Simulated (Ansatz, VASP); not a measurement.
# One calculation of B, two programs

```xyz
1
Lattice="-1.1486 1.1486 1.1486 1.1486 -1.1486 1.1486 1.1486 1.1486 -1.1486" Properties=species:S:1:pos:R:3 pbc="T T T"
B     0.0000    0.0000    0.0000
```

Alike in both runs: functional PBEsol; k mesh 34 × 34 × 34; occupations gaussian, width 0.1 eV; no spin polarisation.

Ansatz relaxed the structure, and its values are those at the end. VASP's run is a single point on that final structure, the one shown.

```csv
,VASP,Ansatz
version,VASP 6.6.1,Ansatz 0.2.0
potentials or method,"VASP PAW PBE potentials, release 64 (B), cutoff 520 eV","scalar-relativistic, plane waves, PAW"
valence electrons in the cell,3,3
```

```csv
,VASP,Ansatz,Ansatz less VASP
gap on the k mesh at the Fermi level (eV),none,none,-
pressure (GPa),0.3,0.0,-0.23
```

VASP's potentials were made for PBE, not for PBEsol. A gap of «none» marks a metal or a gap that the smearing closes. With one functional, cell and mesh, what is left measures potentials, basis and numerics.
